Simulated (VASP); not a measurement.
A run of VASP 6.6.1 is set up as follows.

INCAR

```
SYSTEM = Zn
PREC = Accurate
ENCUT = 520
EDIFF = 1E-7
ISMEAR = -1
SIGMA = 0.05
LREAL = .False.
LASPH = .True.
NELM = 60
ALGO = Fast
ISIF = 2
LWAVE = .False.
LCHARG = .False.
GGA = CA
NBANDS = 12
```

File KPOINTS:

```
Automatic mesh
0
Gamma
  12 12 12
  0 0 0
```

Contents of POSCAR:

```
Zn
1.0
    0.0000000000      1.9382217178      1.9382217178
    1.9382217178      0.0000000000      1.9382217178
    1.9382217178      1.9382217178      0.0000000000
Zn
1
Direct
    0.0000000000      0.0000000000      0.0000000000
```

Potentials or basis: VASP PAW LDA potentials, release 64 (Zn).

Launch:

```console
$ cat potpaw_LDA.64/Zn/POTCAR > POTCAR
$ mpirun -np 1 vasp_std > vasp.out
```

(1) Predict the band gap on the k mesh.

(2) Estimate the pressure.

Results:

(1) zero (bands 6 and 7 overlap by 3.64 eV).

(2) -5.7 GPa.

Caveat: the cell stands under tension.
